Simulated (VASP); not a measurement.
# MgS (F-43m) in VASP: further runs

Runs on MgS. Level: PBE. Tasks: single point.

Everything below comes from runs of VASP 6.6.1. Logs are shortened: lines on timing, memory, paths and dates and some standing lists are left out, and cuts for length are marked.

## Step 1: The cell of the first run

The structure is cubic, space group F-43m (No. 216). The conventional cell has a = 5.662 Å, b = 5.662 Å, c = 5.662 Å, α = 90.00°, β = 90.00°, γ = 90.00°. Within 3.2 Å of Mg (site symmetry -43m) lie 4 S at 2.45 Å. Within 3.2 Å of S (site symmetry -43m) lie 4 Mg at 2.45 Å.

## Step 2: Single point, PBE

INCAR reads:

```
  PREC = Accurate
  ENCUT = 520
  EDIFF = 1E-6
  ISMEAR = 0
  SIGMA = 0.01
  LREAL = False
  LASPH = True
  NELM = 80
  ALGO = Normal
  ISIF = 2
  LWAVE = False
  LCHARG = False
  GGA = PE
  NBANDS = 11
```

KPOINTS reads:

```
Automatic mesh
0
Gamma
  6 6 6
```

POSCAR reads:

```
MgS
1.0
    0.0000000000      2.8308770122      2.8308770122
    2.8308770122      0.0000000000      2.8308770122
    2.8308770122      2.8308770122      0.0000000000
Mg S
1 1
Direct
    0.0000000000      0.0000000000      0.0000000000
    0.2500000000      0.2500000000      0.2500000000
```

Potentials or basis: VASP PAW PBE potentials, release 64 (Mg, S).

Run with:

```sh
$ cat potpaw_PBE.64/Mg/POTCAR potpaw_PBE.64/S/POTCAR > POTCAR
$ mpirun -np 1 vasp_std > vasp.out
```

OUTCAR:

```text
PREC = Accurate
   ENCUT = 520
   EDIFF = 1E-6
   ISMEAR = 0
   LREAL = False
   LASPH = True
   NELM = 80
   ISIF = 2
   GGA = PE

 ion  position               nearest neighbor table
   1  0.000  0.000  0.000-   2 2.45   2 2.45   2 2.45   2 2.45
   2  0.250  0.250  0.250-   1 2.45   1 2.45   1 2.45   1 2.45

  LATTYP: Found a face centered cubic cell.
 ALAT       =     5.6617540244

  Lattice vectors:

 A1 = (   0.0000000000,   2.8308770122,   2.8308770122)
 A2 = (   2.8308770122,   0.0000000000,   2.8308770122)
 A3 = (   2.8308770122,   2.8308770122,   0.0000000000)

Analysis of symmetry for initial positions (statically):
=====================================================================
 Subroutine PRICEL returns:
 Original cell was already a primitive cell.

 Routine SETGRP: Setting up the symmetry group for a
 face centered cubic supercell.

 Subroutine GETGRP returns: Found 24 space group operations
 (whereof 24 operations were pure point group operations)
 out of a pool of 48 trial point group operations.

The static configuration has the point symmetry T_d .

Analysis of symmetry for dynamics (positions and initial velocities):
=====================================================================
 Subroutine PRICEL returns:
 Original cell was already a primitive cell.

 Routine SETGRP: Setting up the symmetry group for a
 face centered cubic supercell.

 Subroutine GETGRP returns: Found 24 space group operations
 (whereof 24 operations were pure point group operations)
 out of a pool of 48 trial point group operations.

The dynamic configuration has the point symmetry T_d .

 Subroutine INISYM returns: Found 24 space group operations
 (whereof 24 operations are pure point group operations),
 and found     1 'primitive' translations

----------------------------------------------------------------------------------------

                                     Primitive cell

  volume of cell :      45.3725

  direct lattice vectors                    reciprocal lattice vectors
     0.000000000  2.830877012  2.830877012    -0.176623710  0.176623710  0.176623710
     2.830877012  0.000000000  2.830877012     0.176623710 -0.176623710  0.176623710
     2.830877012  2.830877012  0.000000000     0.176623710  0.176623710 -0.176623710

  length of vectors
     4.003464664  4.003464664  4.003464664     0.305921239  0.305921239  0.305921239

  position of ions in fractional coordinates (direct lattice)
     0.000000000  0.000000000  0.000000000
     0.250000000  0.250000000  0.250000000

  ion indices of the primitive-cell ions
   primitive index   ion index
                 1           1
                 2           2

----------------------------------------------------------------------------------------

 KPOINTS: Automatic mesh

Automatic generation of k-mesh.
 Grid dimensions read from file:
 generate k-points for:    6    6    6

 Generating k-lattice:

  Cartesian coordinates                     Fractional coordinates (reciprocal lattice)
    -0.029437285  0.029437285  0.029437285     0.166666667  0.000000000  0.000000000
     0.029437285 -0.029437285  0.029437285     0.000000000  0.166666667  0.000000000
     0.029437285  0.029437285 -0.029437285     0.000000000  0.000000000  0.166666667

  Length of vectors
     0.050986873  0.050986873  0.050986873

  Shift w.r.t. Gamma in fractional coordinates (k-lattice)
     0.000000000  0.000000000  0.000000000

 Subroutine IBZKPT returns following result:
 ===========================================

 Found     16 irreducible k-points:

 Following reciprocal coordinates:
            Coordinates               Weight
  0.000000  0.000000  0.000000      1.000000
  0.166667  0.000000  0.000000      8.000000
  0.333333  0.000000  0.000000      8.000000
  0.500000  0.000000  0.000000      4.000000
  0.166667  0.166667  0.000000      6.000000
  0.333333  0.166667  0.000000     24.000000
[... 8 lines left out ...]
 -0.333333  0.333333  0.166667     24.000000
 -0.333333  0.500000  0.166667     12.000000
   k-points           NKPTS =     16   k-points in BZ     NKDIM =     16   number of bands    NBANDS=     11
   number of dos      NEDOS =    301   number of ions     NIONS =      2
   total plane-waves  NPLWV =  27000
   dimension x,y,z NGX =    30 NGY =   30 NGZ =   30
   dimension x,y,z NGXF=    60 NGYF=   60 NGZF=   60
   ions per type =               1   1
   NGX,Y,Z   is equivalent  to a cutoff of  12.46, 12.46, 12.46 a.u.
   NGXF,Y,Z  is equivalent  to a cutoff of  24.92, 24.92, 24.92 a.u.
 SYSTEM =  unknown system
   PREC   = accura    normal or accurate (medium, high low for compatibility)
   ISTART =      0    job   : 0-new  1-cont  2-samecut
   ICHARG =      2    charge: 1-file 2-atom 10-const
   ISPIN  =      1    spin polarized calculation?
   LNONCOLLINEAR =      F non collinear calculations
   LSORBIT =      F    spin-orbit coupling
   LASPH  =      T    aspherical Exc in radial PAW
   ENCUT  =  520.0 eV  38.22 Ry    6.18 a.u.   7.44  7.44  7.44*2*pi/ulx,y,z
   NELM   =     80;   NELMIN=  2; NELMDL= -5     # of ELM steps
   EDIFF  = 0.1E-05   stopping-criterion for ELM
   LREAL  =      F    real-space projection
   EDIFFG = 0.1E-04   stopping-criterion for IOM
   NSW    =      0    number of steps for IOM
   IBRION =     -1    ionic relax: 0-MD 1-quasi-New 2-CG
   NFREE  =      0    steps in history (QN), initial steepest desc. (CG)
   ISIF   =      2    stress and relaxation
   ISYM   =      2    0-nonsym 1-usesym 2-fastsym
   POTIM  = 0.5000    time-step for ionic-motion
   TEBEG  =    0.0;   TEEND  =   0.0 temperature during run
   PSTRESS=    0.0 pullay stress
   NELECT =       8.0000    total number of electrons
   NUPDOWN=      -1.0000    fix difference up-down
   EMIN   =  10.00;   EMAX   =-10.00  energy-range for DOS
   EFERMI =   0.00;   METHOD = LEGACY
   ISMEAR =     0;   SIGMA  =   0.01  broadening in eV -4-tet -1-fermi 0-gaus
   EFERMI_NEDOS =   21; number of points for ismear=-14 and -15
   IALGO  =     38    algorithm
   IMIX   =      4    mixing-type and parameters
     AMIX     =   0.40;   BMIX     =  1.00
     AMIX_MAG =   1.60;   BMIX_MAG =  1.00
  volume/ion in A,a.u.               =      22.69       153.09
  Fermi-wavevector in a.u.,A,eV,Ry     =   0.917995  1.734760 11.465841  0.842716
  Thomas-Fermi vector in A             =   2.043027
   LORBIT       =      0    0 simple, 1 ext, 2 COOP (PROOUT), +10 PAW based schemes
   GGA     = PE    functional components
   LHFCALC =     F    Hartree Fock is set to
   AEXX    =    0.0000 exact exchange contribution
   IVDW    =     0    specifies the selected vdW correction
   LEPSILON=     F    determine dielectric tensor
   LRPA    =     F    only Hartree local field effects (RPA)
 non-spin polarized calculation
 Gauss-broadening in eV      SIGMA  =   0.01
  energy-cutoff  :      520.00
  volume of cell :       45.37
 maximum number of plane-waves:      1243
 NGX is ok and might be reduce to    30
   NGX = 15   NGY = 15   NGZ = 15

 number of electron       8.0000001 magnetization

 Free energy of the ion-electron system (eV)
  ---------------------------------------------------
  ext. energy  EPLUGINS =         0.00000000
  ---------------------------------------------------
  free energy    TOTEN  =        -8.47015132 eV

  energy without entropy =       -8.47015132  energy(sigma->0) =       -8.47015132

 E-fermi :   1.1189     XC(G=0):  -8.3898

 val. band max:        1.0637448472   @ k =   0.0000   0.0000   0.0000
 cond. band min:       4.5218124609   @ k =   0.0000   0.0000   0.0000
 fundamental gap:      3.4580676137
 Fermi energy:         1.1188873862

 k-point     1 :       0.0000    0.0000    0.0000
  band No.  band energies     occupation
      1     -10.2035      2.00000
      2       1.0637      2.00000
      3       1.0637      2.00000
      4       1.0637      2.00000
      5       4.5218      0.00000
      6       9.0135      0.00000
      7       9.0135      0.00000
      8       9.0135      0.00000
      9      11.8946      0.00000
     10      11.8946      0.00000
     11      14.7876      0.00000

 k-point     2 :       0.1667    0.0000    0.0000
  band No.  band energies     occupation
      1     -10.0523      2.00000
      2      -0.0028      2.00000
      3       0.9743      2.00000
      4       0.9743      2.00000
      5       5.5217      0.00000
      6       8.7617      0.00000
      7       9.2658      0.00000
      8       9.2658      0.00000
      9      11.3070      0.00000
     10      11.3070      0.00000
     11      13.8466      0.00000

 k-point     3 :       0.3333    0.0000    0.0000
  band No.  band energies     occupation
      1      -9.7147      2.00000
      2      -1.4539      2.00000
      3       0.8118      2.00000
      4       0.8118      2.00000
      5       6.2057      0.00000
      6       8.9899      0.00000
      7       8.9899      0.00000
      8       9.2344      0.00000
      9      12.2619      0.00000
     10      12.2619      0.00000
     11      13.1886      0.00000

 k-point     4 :       0.5000    0.0000    0.0000
  band No.  band energies     occupation
      1      -9.5229      2.00000
      2      -2.0622      2.00000
      3       0.7374      2.00000
      4       0.7374      2.00000
      5       6.1790      0.00000
      6       8.7020      0.00000
      7       8.7020      0.00000
      8       9.6702      0.00000
      9      13.9504      0.00000
     10      14.2368      0.00000
     11      14.2368      0.00000

 k-point     5 :       0.1667    0.1667    0.0000
  band No.  band energies     occupation
      1     -10.0023      2.00000
      2       0.0217      2.00000
      3       0.7639      2.00000
      4       0.7639      2.00000
      5       5.8497      0.00000
      6       8.1522      0.00000
      7       9.7448      0.00000
      8       9.7448      0.00000
      9       9.8957      0.00000
     10      12.3614      0.00000
     11      15.7762      0.00000
[... 99 lines left out ...]
 k-point    13 :       0.5000    0.5000    0.0000
  band No.  band energies     occupation
      1      -9.3031      2.00000
      2      -1.7459      2.00000
      3       0.0333      2.00000
      4       0.0333      2.00000
      5       4.9487      0.00000
      6       6.7125      0.00000
      7      12.2231      0.00000
      8      13.3602      0.00000
      9      13.3602      0.00000
     10      14.9444      0.00000
     11      14.9484      0.00000

 k-point    14 :       0.5000    0.3333    0.1667
  band No.  band energies     occupation
      1      -9.4844      2.00000
      2      -1.3744      2.00000
      3      -0.2449      2.00000
      4       0.3729      2.00000
      5       6.7566      0.00000
      6       8.1259      0.00000
      7       8.5856      0.00000
      8      10.8808      0.00000
      9      11.7391      0.00000
     10      14.6051      0.00000
     11      15.3892      0.00000

 k-point    15 :      -0.3333    0.3333    0.1667
  band No.  band energies     occupation
      1      -9.3545      2.00000
      2      -1.4770      2.00000
      3      -0.5964      2.00000
      4       0.1719      2.00000
      5       6.8343      0.00000
      6       8.0966      0.00000
      7       9.4877      0.00000
      8      10.3660      0.00000
      9      12.2788      0.00000
     10      14.1203      0.00000
     11      15.3203      0.00000

 k-point    16 :      -0.3333    0.5000    0.1667
  band No.  band energies     occupation
      1      -9.2966      2.00000
      2      -1.4400      2.00000
      3      -0.4893      2.00000
      4      -0.1916      2.00000
      5       6.0451      0.00000
      6       7.9085      0.00000
      7      10.4578      0.00000
      8      10.4675      0.00000
      9      13.5920      0.00000
     10      14.9112      0.00000
     11      14.9234      0.00000

------------------------ aborting loop because EDIFF is reached ----------------------------------------

  FORCE on cell =-STRESS in cart. coord.  units (eV):
  Direction    XX          YY          ZZ          XY          YZ          ZX
  --------------------------------------------------------------------------------------
  -------------------------------------------------------------------------------------
  Total        0.2651041      0.2651041      0.2651041      0.0000000      0.0000000      0.0000000
  in kB        9.3612524      9.3612524      9.3612524      0.0000000      0.0000000      0.0000000
  external PRESSURE =       9.3612524 kB  Pullay stress =       0.0000000 kB

 VOLUME and BASIS-vectors are now :
 -----------------------------------------------------------------------------
  energy-cutoff  :      520.00
  volume of cell :       45.37
      direct lattice vectors                 reciprocal lattice vectors
     0.000000000  2.830877012  2.830877012    -0.176623710  0.176623710  0.176623710
     2.830877012  0.000000000  2.830877012     0.176623710 -0.176623710  0.176623710
     2.830877012  2.830877012  0.000000000     0.176623710  0.176623710 -0.176623710

 POSITION                                       TOTAL-FORCE (eV/Angst)
 -----------------------------------------------------------------------------------
      0.00000      0.00000      0.00000        -0.000000     -0.000000     -0.000000
      1.41544      1.41544      1.41544         0.000000      0.000000      0.000000
 -----------------------------------------------------------------------------------
    total drift:                                0.000000      0.000000      0.000000

  FREE ENERGIE OF THE ION-ELECTRON SYSTEM (eV)
  ---------------------------------------------------
  free  energy   TOTEN  =        -8.4701513233 eV

  energy  without entropy=       -8.4701513233  energy(sigma->0) =       -8.47015132
```

It took 15 s on 1 thread of Intel Xeon Platinum 8375C at 2.90GHz (Ice Lake), shared host; peak memory 0.16 GiB.

What came out:

- Free energy: -8.4702 eV
- Pressure: 0.9 GPa
- Band gap on the k mesh: 3.46 eV, direct

Levels at points of the mesh, in eV from the valence-band top:
```tsv
k point	band 2	band 3	band 4	band 5	band 6	band 7
(0.00, 0.00, 0.00)	0.00	0.00	0.00	3.46	7.95	7.95
(0.50, 0.00, 0.00)	-3.13	-0.33	-0.33	5.12	7.64	7.64
(0.50, 0.50, 0.00)	-2.81	-1.03	-1.03	3.88	5.65	11.16
```

## Step 3: Single point, PBE (volume changed by -5%)

INCAR reads:

```
SYSTEM = MgS
ALGO = Normal
EDIFF = 1E-6
ENCUT = 600
GGA = PE
GGA_COMPAT = .FALSE.
ISIF = 2
ISMEAR = 0
LASPH = .TRUE.
LCHARG = .FALSE.
LREAL = .FALSE.
LWAVE = .FALSE.
NBANDS = 11
NELM = 120
PREC = Accurate
SIGMA = 0.01
```

KPOINTS reads:

```
k-points
0
G
  6 6 6
  0 0 0
```

POSCAR reads:

```
MgS
1.0
    0.0000000000      2.7828867749      2.7828867749
    2.7828867749      0.0000000000      2.7828867749
    2.7828867749      2.7828867749      0.0000000000
Mg S
1 1
Direct
    0.0000000000      0.0000000000      0.0000000000
    0.2500000000      0.2500000000      0.2500000000
```

Potentials or basis: VASP PAW PBE potentials, release 64 (Mg, S).

Run with:

```sh
$ cat potpaw_PBE.64/Mg/POTCAR potpaw_PBE.64/S/POTCAR > POTCAR
$ mpirun -np 1 vasp_std > vasp.out
```

Wall time 6.5 s (1 thread of AMD EPYC 7R13 (Zen 3), shared host); peak memory 0.14 GiB.

It converged, with:

- Free energy: -8.4339 eV
- Pressure: 4.3 GPa
- Band gap on the k mesh: 3.72 eV, direct

Levels at points of the mesh, in eV from the valence-band top:
```
           k point  band 2  band 3  band 4  band 5  band 6  band 7
(0.00, 0.00, 0.00)    0.00    0.00    0.00    3.72    8.08    8.08
(0.50, 0.00, 0.00)   -3.30   -0.34   -0.34    5.30    7.71    7.71
(0.50, 0.50, 0.00)   -2.96   -1.09   -1.09    3.84    5.71   11.67
```

 A k mesh can miss the band edges.
